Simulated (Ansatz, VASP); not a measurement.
Two plane-wave programs on Ir

```
Ir
1.0
     0.00000    2.94659    2.94659
     2.94659    0.00000    2.94659
     2.94659    2.94659    0.00000
Ir
2
Cartesian
  0.0000 0.0000 0.0000
  1.4733 1.4733 1.4733
```

Alike in both runs: task relaxation of cell and atoms; functional PBE; k mesh 12 × 12 × 12; occupations fermi-dirac, width 0.05 eV; no spin polarisation.

|  | VASP | Ansatz |
| --- | --- | --- |
| version | VASP 6.6.1 | Ansatz 0.2.0 |
| potentials or method | VASP PAW PBE potentials, release 64 (Ir) | PAW with Ansatz's earlier generated frozen-core files (soft_1), scalar-relativistic |
| plane-wave cutoff (eV) | 600 | 420 |
| valence electrons in the cell | 18 | 34 |

```csv
,VASP,Ansatz,Ansatz less VASP
relaxed volume (Å³/atom),21.53,21.57,+0.043
relaxed length of the cell vector where the two differ most in proportion (Å),3.934,3.937,+0.0026
```

VASP's potentials hold 18 valence electrons a cell and Ansatz's 34, so a difference there can come from the potentials and not from the codes.

Spin-orbit coupling is off throughout. Noted on VASP's run: the volume moved by over 15 % at a fixed basis, so the end points are rough.
